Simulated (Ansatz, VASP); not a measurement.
**Sc: VASP beside Ansatz**

```xyz
2
Lattice="0.0000 3.1386 3.1386 3.1386 0.0000 3.1386 3.1386 3.1386 0.0000" Properties=species:S:1:pos:R:3 pbc="T T T"
Sc   -0.5493   -1.0200   -1.0200
Sc    0.5493    1.0200    1.0200
```

Change from the starting cell: shortest bond scaled by 0.7, LAPW.

Alike in both runs: task single point; functional LDA; k mesh 8 × 8 × 8; occupations fermi-dirac, width 0.05 eV; no spin polarisation.

|  | VASP | Ansatz |
| --- | --- | --- |
| version | VASP 6.6.1 | Ansatz 0.2.0 |
| potentials or method | VASP PAW LDA potentials, release 64 (Sc_sv), cutoff 520 eV | all-electron LAPW, scalar-relativistic |

|  | VASP | Ansatz | Ansatz less VASP |
| --- | --- | --- | --- |
| pressure (GPa) | 5.0 | 3.9 | -1.13 |
| traceless stress, the component that is largest in VASP (GPa) | -13.88 | -12.58 | +1.307 |
| rms of the force components (eV/Å) | 4.033 | 3.566 | -0.4671 |

LDA's correlation is that of Perdew and Zunger in VASP and of Perdew and Wang (1992) in Ansatz. Atom by atom the forces differ by 0.467 eV/Å (rms over components). Ansatz ran all-electron here, and VASP with PAW potentials.
